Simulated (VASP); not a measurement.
Set up this calculation in VASP 6.6.1, as the native input.

- Task: single point
- Functional: r2SCAN
- Potentials or basis: VASP PAW PBE potentials, release 64 (Se, Li_sv)
- Cutoff: 830 eV
- k mesh: 6 × 6 × 6
- Occupations: gaussian, width 0.01 eV
- Spin: no spin polarisation
- Dipole correction: no
- Further INCAR settings: ALGO = Normal; EDIFF = 1e-06; NBANDS = 13

The system is Li2Se.

```
Se Li
1.0
     0.00000    2.99352    2.99352
     2.99352    0.00000    2.99352
     2.99352    2.99352    0.00000
Se Li
1 2
Direct
  0.00000 0.00000 0.00000
  0.25000 0.25000 0.25000
  0.75000 0.75000 0.75000
```

The input as run:

POSCAR

```
Li2Se
1.0
    0.0000000000      2.9935210596      2.9935210596
    2.9935210596      0.0000000000      2.9935210596
    2.9935210596      2.9935210596      0.0000000000
Se Li
1 2
Direct
    0.0000000000      0.0000000000      0.0000000000
    0.2500000000      0.2500000000      0.2500000000
    0.7500000000      0.7500000000      0.7500000000
```

INCAR.step1

```
SYSTEM = Li2Se
  PREC = Accurate
  ENCUT = 830
  ISMEAR = 0
  SIGMA = 0.01
  LREAL = .False.
  LASPH = .True.
  NELM = 120
  NBANDS = 13
  GGA = PE
  ALGO = Normal
  EDIFF = 1E-5
  LWAVE = .True.
  LCHARG = .False.
  GGA_COMPAT = .False.
```

INCAR.step2

```
SYSTEM = Li2Se
  PREC = Accurate
  ENCUT = 830
  EDIFF = 1E-6
  ISMEAR = 0
  SIGMA = 0.01
  LREAL = .False.
  LASPH = .True.
  NELM = 120
  ALGO = Normal
  ISIF = 2
  LWAVE = .False.
  LCHARG = .True.
  METAGGA = R2SCAN
  LMIXTAU = .True.
  LELF = .True.
  LVHAR = .True.
  NBANDS = 13
  ISTART = 1
  GGA_COMPAT = .False.
```

KPOINTS

```
Automatic mesh
0
Gamma
  6 6 6
  0 0 0
```

Potentials or basis: VASP PAW PBE potentials, release 64 (Se, Li_sv).

Run with:

```console
$ cat potpaw_PBE.64/Se/POTCAR potpaw_PBE.64/Li_sv/POTCAR > POTCAR
$ cp INCAR.step1 INCAR
$ mpirun -np 1 vasp_std > vasp.out
$ cp INCAR.step2 INCAR
$ mpirun -np 1 vasp_std > vasp.out
```

It gave:

- Pressure: -0.2 GPa
- Band gap on the k mesh: 3.46 eV, indirect (least direct gap 4.18 eV)

Caveat: the PAW data sets were made with another functional, which shifts forces and pressure a little.

It took 76 s on 1 thread of Intel(R) Xeon(R) Platinum 8559C (Emerald Rapids), with other jobs on the host, peak memory 0.26 GiB.
